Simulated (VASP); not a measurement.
N, 16 atoms in the cell. The cell holds a disordered packing, 16 atoms: a = 7.475 Å, b = 7.475 Å, c = 7.475 Å, α = 90.00°, β = 90.00°, γ = 90.00°. 

```yaml
Program: VASP 6.6.1
Task: single point
Functional: PBE
Potentials_or_basis: VASP PAW PBE potentials, release 64 (N)
Cutoff: 520 eV
k_mesh: 1 × 1 × 1
Occupations: fermi-dirac, width 0.05 eV
Spin: no spin polarisation
Dipole_correction: no
Further_INCAR_settings: LREAL = Auto; ALGO = Normal; EDIFF = 1e-07; NBANDS = 54
```

Potentials or basis: VASP PAW PBE potentials, release 64 (N).

Run with:

```bash
$ cat potpaw_PBE.64/N/POTCAR > POTCAR
$ mpirun -np 1 vasp_gam > vasp.out
```

Hardware: 1 thread of Intel(R) Xeon(R) Platinum 8488C (Sapphire Rapids), on a shared host.

**Question.** How long does it take, and how much memory?

**Answer.** Wall time 37 s on 1 thread of Intel(R) Xeon(R) Platinum 8488C (Sapphire Rapids) (shared host), peak memory 0.36 GiB. Counts: scf iterations 18, k points 1.
